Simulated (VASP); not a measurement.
# AlV2N3 (P-3m1) in VASP: relaxation of cell and atoms with PBE

Aim: the relaxation of cell and atoms of AlV2N3 with PBE.

Program: VASP 6.6.1. These are calculated values, not measurements. Logs are shortened: lines on timing, memory, paths and dates and some standing lists are left out, and cuts for length are marked.

## Step 1: The cell of the first run

It takes space group P-3m1 (No. 164, trigonal). Conventional cell: a = 3.270 Å, b = 3.270 Å, c = 8.011 Å, α = 90.00°, β = 90.00°, γ = 120.00°. Within 3.1 Å of Al (site symmetry -3m) lie 6 N at 2.31 Å. Within 3.1 Å of V (site symmetry 3m) lie 6 N at 2.31 Å. N (site symmetry 3m) has 3 V at 2.31 Å and 3 Al at 2.31 Å within 3.1 Å. N (site symmetry -3m) has 6 V at 2.31 Å within 3.1 Å.

## Step 2: Relaxation of cell and atoms, PBE, collinear spin, antiferromagnetic start

File INCAR:

```
PREC = Accurate ; ENCUT = 600
EDIFF = 1E-6 ; ISMEAR = 0
SIGMA = 0.1 ; LREAL = F
LASPH = T ; NELM = 150
ALGO = Normal ; ISIF = 3
LWAVE = F ; LCHARG = F
ISPIN = 2 ; MAGMOM = 0 2 -2 0 0 0
LORBIT = 11 ; LMAXMIX = 4
GGA = PE ; IBRION = 2
NSW = 90 ; EDIFFG = -0.04
```

File KPOINTS:

```
Automatic mesh
0
Gamma
  6 6 2
```

File POSCAR:

```
AlV2N3
1.0
    3.2704990200      0.0000000000      0.0000000000
   -1.6352495100      2.8323352300      0.0000000000
    0.0000000000      0.0000000000      8.0110538000
Al V N
1 2 3
Direct
    0.0000000000      0.0000000000      0.5000000000
    0.6666666700      0.3333333300      0.8333333300
    0.3333333300      0.6666666700      0.1666666700
    0.3333333300      0.6666666700      0.6666666700
    0.6666666700      0.3333333300      0.3333333300
    0.0000000000      0.0000000000      0.0000000000
```

Potentials or basis: VASP PAW PBE potentials, release 64 (Al, V_sv, N).

On the command line:

```bash
cat potpaw_PBE.64/Al/POTCAR potpaw_PBE.64/V_sv/POTCAR potpaw_PBE.64/N/POTCAR > POTCAR
mpirun -np 1 vasp_std > vasp.out
```

OUTCAR:

```text
PREC = Accurate
   ENCUT = 600
   EDIFF = 1E-6
   ISMEAR = 0
   LREAL = F
   LASPH = T
   NELM = 150
   ISIF = 3
   ISPIN = 2
   LORBIT = 11
   GGA = PE
   IBRION = 2
   NSW = 90
   EDIFFG = -0.04

 ion  position               nearest neighbor table
   1  0.000  0.000  0.500-   4 2.31   5 2.31   4 2.31   5 2.31   5 2.31   4 2.31
   2  0.667  0.333  0.833-   4 2.31   4 2.31   6 2.31   4 2.31   6 2.31   6 2.31
   3  0.333  0.667  0.167-   5 2.31   5 2.31   6 2.31   5 2.31   6 2.31   6 2.31
   4  0.333  0.667  0.667-   2 2.31   2 2.31   1 2.31   2 2.31   1 2.31   1 2.31
   5  0.667  0.333  0.333-   3 2.31   3 2.31   1 2.31   3 2.31   1 2.31   1 2.31
   6  0.000  0.000  0.000-   2 2.31   3 2.31   3 2.31   2 2.31   2 2.31   3 2.31

  LATTYP: Found a hexagonal cell.
 ALAT       =     3.2704990200
 C/A-ratio  =     2.4494897418

  Lattice vectors:

 A1 = (   3.2704990200,   0.0000000000,   0.0000000000)
 A2 = (  -1.6352495100,   2.8323352300,   0.0000000000)
 A3 = (   0.0000000000,   0.0000000000,   8.0110538000)

Analysis of symmetry for initial positions (statically):
=====================================================================
 Subroutine PRICEL returns:
 Original cell was already a primitive cell.

 Routine SETGRP: Setting up the symmetry group for a
 hexagonal supercell.

 Subroutine GETGRP returns: Found 12 space group operations
 (whereof 12 operations were pure point group operations)
 out of a pool of 24 trial point group operations.

The static configuration has the point symmetry D_3d.

Analysis of symmetry for dynamics (positions and initial velocities):
=====================================================================
 Subroutine PRICEL returns:
 Original cell was already a primitive cell.

 Routine SETGRP: Setting up the symmetry group for a
 hexagonal supercell.

 Subroutine GETGRP returns: Found 12 space group operations
 (whereof 12 operations were pure point group operations)
 out of a pool of 24 trial point group operations.

The dynamic configuration has the point symmetry D_3d.

Analysis of structural, dynamic, and magnetic symmetry:
=====================================================================
 Subroutine PRICEL returns:
 Original cell was already a primitive cell.

 Routine SETGRP: Setting up the symmetry group for a
 hexagonal supercell.

 Subroutine GETGRP returns: Found 12 space group operations
 (whereof 12 operations were pure point group operations)
 out of a pool of 24 trial point group operations.

The overall configuration has the point symmetry D_3d.

 Subroutine INISYM returns: Found 12 space group operations
 (whereof 12 operations are pure point group operations),
 and found     1 'primitive' translations

----------------------------------------------------------------------------------------

                                     Primitive cell

  volume of cell :      74.2076

  direct lattice vectors                    reciprocal lattice vectors
     3.270499020  0.000000000  0.000000000     0.305763736  0.176532776  0.000000000
    -1.635249510  2.832335230  0.000000000     0.000000000  0.353065551  0.000000000
     0.000000000  0.000000000  8.011053800     0.000000000  0.000000000  0.124827523

  length of vectors
     3.270499020  3.270499016  8.011053800     0.353065551  0.353065551  0.124827523

  position of ions in fractional coordinates (direct lattice)
     0.000000000  0.000000000  0.500000000
     0.666666670  0.333333330  0.833333330
     0.333333330  0.666666670  0.166666670
     0.333333330  0.666666670  0.666666670
     0.666666670  0.333333330  0.333333330
     0.000000000  0.000000000  0.000000000

  ion indices of the primitive-cell ions
   primitive index   ion index
                 1           1
                 2           2
                 3           3
                 4           4
                 5           5
                 6           6

----------------------------------------------------------------------------------------

 KPOINTS: Automatic mesh

Automatic generation of k-mesh.
 Grid dimensions read from file:
 generate k-points for:    6    6    2

 Generating k-lattice:

  Cartesian coordinates                     Fractional coordinates (reciprocal lattice)
     0.050960623  0.029422129  0.000000000     0.166666667 -0.000000000  0.000000000
     0.000000000  0.058844259  0.000000000     0.000000000  0.166666667  0.000000000
     0.000000000  0.000000000  0.062413761     0.000000000  0.000000000  0.500000000

  Length of vectors
     0.058844259  0.058844259  0.062413761

  Shift w.r.t. Gamma in fractional coordinates (k-lattice)
     0.000000000  0.000000000  0.000000000

 Subroutine IBZKPT returns following result:
 ===========================================

 Found     14 irreducible k-points:

 Following reciprocal coordinates:
            Coordinates               Weight
  0.000000  0.000000  0.000000      1.000000
  0.166667  0.000000  0.000000      6.000000
  0.333333 -0.000000  0.000000      6.000000
  0.500000  0.000000  0.000000      3.000000
  0.166667  0.166667  0.000000      6.000000
  0.333333  0.166667  0.000000     12.000000
  0.333333  0.333333  0.000000      2.000000
  0.000000  0.000000  0.500000      1.000000
  0.166667  0.000000  0.500000      6.000000
  0.333333 -0.000000  0.500000      6.000000
  0.500000  0.000000  0.500000      3.000000
  0.166667  0.166667  0.500000      6.000000
  0.333333  0.166667  0.500000     12.000000
  0.333333  0.333333  0.500000      2.000000
   k-points           NKPTS =     14   k-points in BZ     NKDIM =     14   number of bands    NBANDS=     26
   number of dos      NEDOS =    301   number of ions     NIONS =      6
   total plane-waves  NPLWV =  50176
   dimension x,y,z NGX =    28 NGY =   28 NGZ =   64
   dimension x,y,z NGXF=    56 NGYF=   56 NGZF=  128
   ions per type =               1   2   3
   NGX,Y,Z   is equivalent  to a cutoff of  14.23, 14.23, 13.28 a.u.
   NGXF,Y,Z  is equivalent  to a cutoff of  28.47, 28.47, 26.56 a.u.
 SYSTEM =  unknown system
   PREC   = accura    normal or accurate (medium, high low for compatibility)
   ISTART =      0    job   : 0-new  1-cont  2-samecut
   ICHARG =      2    charge: 1-file 2-atom 10-const
   ISPIN  =      2    spin polarized calculation?
   LNONCOLLINEAR =      F non collinear calculations
   LSORBIT =      F    spin-orbit coupling
   LASPH  =      T    aspherical Exc in radial PAW
   ENCUT  =  600.0 eV  44.10 Ry    6.64 a.u.   6.53  6.53 16.00*2*pi/ulx,y,z
   NELM   =    150;   NELMIN=  2; NELMDL= -5     # of ELM steps
   EDIFF  = 0.1E-05   stopping-criterion for ELM
   LREAL  =      F    real-space projection
   EDIFFG = -.4E-01   stopping-criterion for IOM
   NSW    =     90    number of steps for IOM
   IBRION =      2    ionic relax: 0-MD 1-quasi-New 2-CG
   NFREE  =      1    steps in history (QN), initial steepest desc. (CG)
   ISIF   =      3    stress and relaxation
   ISYM   =      2    0-nonsym 1-usesym 2-fastsym
   POTIM  = 0.5000    time-step for ionic-motion
   TEBEG  =    0.0;   TEEND  =   0.0 temperature during run
   PSTRESS=    0.0 pullay stress
   NELECT =      44.0000    total number of electrons
   NUPDOWN=      -1.0000    fix difference up-down
   EMIN   =  10.00;   EMAX   =-10.00  energy-range for DOS
   EFERMI =   0.00;   METHOD = LEGACY
   ISMEAR =     0;   SIGMA  =   0.10  broadening in eV -4-tet -1-fermi 0-gaus
   EFERMI_NEDOS =   21; number of points for ismear=-14 and -15
   IALGO  =     38    algorithm
   IMIX   =      4    mixing-type and parameters
     AMIX     =   0.40;   BMIX     =  1.00
     AMIX_MAG =   1.60;   BMIX_MAG =  1.00
  volume/ion in A,a.u.               =      12.37        83.46
  Fermi-wavevector in a.u.,A,eV,Ry     =   1.375339  2.599013 25.736183  1.891556
  Thomas-Fermi vector in A             =   2.500683
   LORBIT       =     11    0 simple, 1 ext, 2 COOP (PROOUT), +10 PAW based schemes
   GGA     = PE    functional components
   LHFCALC =     F    Hartree Fock is set to
   AEXX    =    0.0000 exact exchange contribution
   IVDW    =     0    specifies the selected vdW correction
   LEPSILON=     F    determine dielectric tensor
   LRPA    =     F    only Hartree local field effects (RPA)
 conjugate gradient relaxation of ions
 spin polarized calculation
 Gauss-broadening in eV      SIGMA  =   0.10
  energy-cutoff  :      600.00
  volume of cell :       74.21
 maximum number of plane-waves:      2517
 NGX is ok and might be reduce to    28
   NGX = 13   NGY = 13   NGZ = 33

--------------------------------------- Ionic step        1  -------------------------------------------

 number of electron      44.0000009 magnetization       0.0000000

 number of electron      44.0000009 magnetization      -0.0000000

 Free energy of the ion-electron system (eV)
  ---------------------------------------------------
  ext. energy  EPLUGINS =         0.00000000
  ---------------------------------------------------
  free energy    TOTEN  =       -48.82118961 eV

  energy without entropy =      -48.78996095  energy(sigma->0) =      -48.80557528

 E-fermi :   6.8993     XC(G=0): -11.2643

 val. band max:        6.8515491359   @ k =   0.3333  -0.0000   0.0000
 cond. band min:       6.9092058961   @ k =   0.3333   0.3333   0.0000
 fundamental gap:      0.0576567601
 Fermi energy:         6.8993405640

 spin component 1

 k-point     1 :       0.0000    0.0000    0.0000
  band No.  band energies     occupation
      1     -58.7823      1.00000
      2     -57.0094      1.00000
      3     -32.6404      1.00000
      4     -32.5078      1.00000
      5     -32.5078      1.00000
      6     -30.9255      1.00000
[... 395 lines left out ...]
     25       8.4876      0.00000
     26       8.7963      0.00000
 Fermi energy:         6.8993405640

 spin component 2

 k-point     1 :       0.0000    0.0000    0.0000
  band No.  band energies     occupation
      1     -58.7823      1.00000
      2     -57.0094      1.00000
      3     -32.6404      1.00000
      4     -32.5078      1.00000
      5     -32.5078      1.00000
      6     -30.9255      1.00000
[... 726 lines left out ...]
--------------------------------------- Ionic step        9  -------------------------------------------

 number of electron      43.9999999 magnetization      -0.0000000

 number of electron      43.9999999 magnetization       0.0000000

 Free energy of the ion-electron system (eV)
  ---------------------------------------------------
  ext. energy  EPLUGINS =         0.00000000
  ---------------------------------------------------
  free energy    TOTEN  =       -52.93236865 eV

  energy without entropy =      -52.90146651  energy(sigma->0) =      -52.91691758

 E-fermi :  11.7190     XC(G=0): -13.1185

 val. band max:       11.6767777758   @ k =   0.3333   0.1667   0.5000
 cond. band min:      11.7527229596   @ k =   0.3333   0.1667   0.0000
 fundamental gap:      0.0759451838
 Fermi energy:        11.7190036404

 spin component 1

 k-point     1 :       0.0000    0.0000    0.0000
  band No.  band energies     occupation
      1     -53.7518      1.00000
      2     -53.6986      1.00000
      3     -27.7580      1.00000
      4     -27.4405      1.00000
      5     -27.4405      1.00000
      6     -27.4349      1.00000
[... 395 lines left out ...]
     25      12.5920      0.00000
     26      12.5920      0.00000
 Fermi energy:        11.7190036404

 spin component 2

 k-point     1 :       0.0000    0.0000    0.0000
  band No.  band energies     occupation
      1     -53.7518      1.00000
      2     -53.6986      1.00000
      3     -27.7580      1.00000
      4     -27.4405      1.00000
      5     -27.4405      1.00000
      6     -27.4349      1.00000
[... 428 lines left out ...]
  FREE ENERGIE OF THE ION-ELECTRON SYSTEM (eV)
  ---------------------------------------------------
  free  energy   TOTEN  =       -52.9323686475 eV

  energy  without entropy=      -52.9014665102  energy(sigma->0) =      -52.91691758

 reached required accuracy - stopping structural energy minimisation

 total charge

# of ion       s       p       d       tot
------------------------------------------
    1        0.320   0.386   0.000   0.707
    2        2.242   6.279   3.139  11.660
    3        2.242   6.279   3.139  11.660
    4        1.229   2.528   0.000   3.756
    5        1.229   2.528   0.000   3.756
    6        1.247   2.509   0.000   3.756
--------------------------------------------------
tot          8.509  20.508   6.277  35.294

 magnetization (x)

# of ion       s       p       d       tot
------------------------------------------
    1        0.000   0.000   0.000   0.000
    2        0.000   0.000   0.000   0.000
    3       -0.000  -0.000  -0.000  -0.000
    4        0.000  -0.000   0.000   0.000
    5       -0.000   0.000   0.000  -0.000
    6        0.000   0.000   0.000   0.000
--------------------------------------------------
tot          0.000   0.000   0.000   0.000
```

Wall time 9.9 min (1 thread of Oxide Virtual Turin-like, shared host); peak memory 0.25 GiB.

Results:

* Free energy: -52.9324 eV
* Relaxed volume: 8.69 Å³/atom
* Relaxed cell: a = 2.886 Å, b = 2.886 Å, c = 7.224 Å, α = 90.00°, β = 90.00°, γ = 120.00°
* Space group after relaxing (to 0.1 Å): P-3m1 (No. 164)
* Energy gained by relaxing: 685.2 meV/atom
* Ionic steps: 9
* Pressure after relaxing: 0.0 GPa
* Largest force after relaxing: 0.007 eV/Å
* Band gap on the k mesh: zero (filled and empty bands overlap)
* Net moment: 0.00 μB per cell
* Valence electrons inside the program's atomic spheres: Al 0.71; V 11.66; N 3.76

Forces on the atoms (eV/Å):
```
Al   0.000  0.000  0.000
V    0.000  0.000 -0.007
V    0.000  0.000  0.007
N    0.000  0.000  0.007
N    0.000  0.000 -0.007
N    0.000  0.000  0.000
```

Step by step:
```tsv
step	energy change (eV)	largest force (eV/Å)	pressure (GPa)	volume (Å³)
1	0.0000	0.9531	-42.61	74.21
2	-2.5881	1.5928	68.30	44.19
3	-3.9938	1.3123	-3.03	52.72
4	-4.0037	1.3338	0.40	52.08
5	-4.0028	1.3465	2.64	51.69
6	-4.0632	0.7513	5.28	51.31
7	-4.1032	0.0386	3.86	51.46
8	-4.1032	0.0484	-3.70	52.80
9	-4.1112	0.0071	-0.02	52.13
```

Final structure:
```xyz
6
Lattice="2.8864 0.0000 0.0000 -1.4432 2.4997 0.0000 0.0000 0.0000 7.2245" Properties=species:S:1:pos:R:3 pbc="T T T"
Al   -1.4432    2.4997    3.6122
V     1.4432    0.8332    6.0801
V     0.0000    1.6665    1.1444
N     0.0000    1.6665    4.7573
N     1.4432    0.8332    2.4671
N    -1.4432    2.4997    0.0000
```

Caveat: the k points lie up to 0.43 Å⁻¹ apart in the final cell, too coarse for converged energies and pressures of a metal; the volume moved by over 15 % at a fixed basis, so the end points are rough; the moments typed at the start vanished in this run. With open d or f shells a metallic result of PBE can be an artefact of self-interaction; +U or a hybrid may open a gap.

The gap in the log of VASP goes by the Fermi energy; the results here count the filled bands.